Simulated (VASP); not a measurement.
Wanted: the native input for a VASP 6.6.1 run.

```
Task                   : relaxation of cell and atoms
Functional             : PBE
Potentials or basis    : VASP PAW PBE potentials, release 64 (Si, O)
Cutoff                 : 600 eV
k mesh                 : 4 × 4 × 4
Occupations            : gaussian, width 0.1 eV
Spin                   : no spin polarisation
Dipole correction      : no
Further INCAR settings : ALGO = Normal; EDIFF = 1e-07; IBRION = 2; EDIFFG = -0.04; NSW = 90; ISIF = 3
```

The structure of SiO2 lies in POSCAR:

```
SiO2
1.0
    0.0000000000      3.5599999400      3.5599999400
    3.5599999400      0.0000000000      3.5599999400
    3.5599999400      3.5599999400      0.0000000000
Si O
2 4
Direct
    0.5000000000      0.5000000000      0.5000000000
    0.2500000000      0.2500000000      0.2500000000
    0.3595931800      0.9212204600      0.3595931800
    0.3595931800      0.3595931800      0.9212204600
    0.3595931800      0.3595931800      0.3595931800
    0.9212204600      0.3595931800      0.3595931800
```

One way to write it, as run:

INCAR

```
SYSTEM = SiO2
PREC = Accurate
ENCUT = 600
EDIFF = 1E-7
ISMEAR = 0
SIGMA = 0.1
LREAL = .False.
LASPH = .True.
NELM = 120
ALGO = Normal
ISIF = 3
LWAVE = .False.
LCHARG = .False.
GGA = PE
IBRION = 2
NSW = 90
EDIFFG = -0.04
GGA_COMPAT = .False.
NELMIN = 4
```

KPOINTS

```
Automatic mesh
0
Gamma
  4 4 4
  0 0 0
```

Potentials or basis: VASP PAW PBE potentials, release 64 (Si, O).

Run with:

```sh
$ cat potpaw_PBE.64/Si/POTCAR potpaw_PBE.64/O/POTCAR > POTCAR
$ mpirun -np 1 vasp_std > vasp.out
```

It gave:

The relaxed volume is 17.29 Å³/atom. The relaxed cell is a = 5.275 Å, b = 5.275 Å, c = 5.275 Å, α = 60.00°, β = 60.00°, γ = 60.00°. The space group after relaxing (to 0.05 Å) is Fd-3m (No. 227) and the energy gained by relaxing is 1686.5 meV/atom. The ionic steps are 27. The pressure after relaxing is 0.1 GPa and the largest force after relaxing is 0.016 eV/Å. The band gap on the k mesh is 5.37 eV, indirect (least direct gap 5.38 eV).

Run time: 7.9 min on 1 thread of Intel(R) Xeon(R) Platinum 8259CL CPU @ 2.50GHz (Skylake/Cascade Lake) (shared host), peak memory 0.25 GiB.
